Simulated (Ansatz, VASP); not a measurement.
Two plane-wave programs on Bi

INCAR

```
SYSTEM = Bi
  ALGO = Normal
  DIPOL = 0.5 0.5 0.500
  EDIFF = 1E-7
  ENCUT = 520
  GGA = PE
  IDIPOL = 3
  ISIF = 2
  ISMEAR = 0
  LASPH = .True.
  LCHARG = .True.
  LDIPOL = .True.
  LELF = .True.
  LREAL = .False.
  LVACPOTAV = .True.
  LVHAR = .True.
  LWAVE = .False.
  NBANDS = 22
  NELM = 100
  PREC = Accurate
  SIGMA = 0.02
```

KPOINTS

```
k-points
0
Gamma
  9 9 1
  0 0 0
```

File POSCAR:

```
Bi
1.0
    4.4890000000      0.0000000000      0.0000000000
   -2.2445000000      3.8875880376      0.0000000000
    0.0000000000      0.0000000000     28.0000000000
Bi
2
Direct
    0.3333333333      0.6666666667      0.5066071429
    0.6666666667      0.3333333333      0.4933928571
```

Input for Ansatz:

```yaml
crystal:
  lattice:
    - [4.489, 0.0, 0.0]
    - [-2.2445, 3.8875880376, 0.0]
    - [0.0, 0.0, 28.0]
  atoms:
    - { symbol: Bi, position: [0.3333333333, 0.6666666667, 0.5066071429] }
    - { symbol: Bi, position: [0.6666666667, 0.3333333333, 0.4933928571] }
  periodic: [true, true, false]
basis:
  ecutwfc: 420
kpoints:
  mp_grid: { grid: [9, 9, 1] }
hamiltonian:
  xc: pbe
scf:
  occupations: { method: gaussian, width: 0.02 }
output:
  forces: true
  stress: true
  eigenvalues: true
```

Alike in both runs: task single point; functional PBE; k mesh 9 × 9 × 1; occupations gaussian, width 0.02 eV; no spin polarisation.

```csv
,VASP,Ansatz
version,VASP 6.6.1,Ansatz 0.2.0
potentials or method,"VASP PAW PBE potentials, release 64 (Bi_d), cutoff 520 eV","scalar-relativistic, plane waves, PAW"
valence electrons in the cell,30,30
```

```tsv
	VASP	Ansatz	Ansatz less VASP
gap on the k mesh at the Fermi level (eV)	none	none	-
rms of the force components (eV/Å)	0.855	0.859	+0.0037
work function, face that differs most (eV)	4.09	4.09	+0.001
```

Atom by atom the forces differ by 0.004 eV/Å (rms over components). A gap of «none» marks a metal or a gap that the smearing closes. With one functional, cell and mesh, what is left measures potentials, basis and numerics.

Spin-orbit coupling is off throughout.
